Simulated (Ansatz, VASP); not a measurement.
**TiC in VASP and in Ansatz**

The input INCAR:

```
SYSTEM = TiC
  PREC = Accurate
  ENCUT = 520
  EDIFF = 1E-6
  ISMEAR = 0
  SIGMA = 0.1
  LREAL = .FALSE.
  LASPH = .TRUE.
  NELM = 80
  ALGO = Normal
  ISIF = 2
  LWAVE = .FALSE.
  LCHARG = .FALSE.
  GGA = PS
  NBANDS = 15
```

KPOINTS

```
Automatic mesh
0
G
  14 14 14
  0 0 0
```

File POSCAR:

```
TiC
1.0
    0.0000000000      2.1640000000      2.1640000000
    2.1640000000      0.0000000000      2.1640000000
    2.1640000000      2.1640000000      0.0000000000
Ti C
1 1
Direct
    0.0000000000      0.0000000000      0.0000000000
    0.5855475970      0.4513655268      0.4964718115
```

Input for Ansatz:

```yaml
crystal:
  lattice:
    - [0.0, 2.164, 2.164]
    - [2.164, 0.0, 2.164]
    - [2.164, 2.164, 0.0]
  atoms:
    - { symbol: Ti, position: [0.0, 0.0, 0.0] }
    - { symbol: C, position: [0.585547597, 0.4513655268, 0.4964718115] }
basis:
  ecutwfc: 420
kpoints:
  mp_grid: { grid: [14, 14, 14] }
hamiltonian:
  xc: pbesol
scf:
  occupations: { method: gaussian, width: 0.1 }
output:
  forces: true
  stress: true
  eigenvalues: true
  populations: true
```

Change from the starting cell: one atom moved.

Alike in both runs: task single point; functional PBEsol; k mesh 14 × 14 × 14; occupations gaussian, width 0.1 eV; no spin polarisation.

```csv
,VASP,Ansatz
version,VASP 6.6.1,Ansatz 0.2.0
potentials or method,"VASP PAW PBE potentials, release 64 (Ti_sv, C), cutoff 520 eV","scalar-relativistic, plane waves, PAW"
valence electrons in the cell,16,16
```

VASP gave:

- gap on the k mesh at the Fermi level (eV): none
- pressure (GPa): 0.0
- traceless stress, the component that is largest in VASP (GPa): 4.76
- rms of the force components (eV/Å): 1.104

Which values does Ansatz return?

gap on the k mesh at the Fermi level (eV): none; pressure (GPa): -0.2; traceless stress, the component that is largest in VASP (GPa): 4.72; rms of the force components (eV/Å): 1.100.

VASP's potentials were made for PBE, not for PBEsol. Atom by atom the forces differ by 0.004 eV/Å (rms over components). A gap of «none» marks a metal or a gap that the smearing closes.
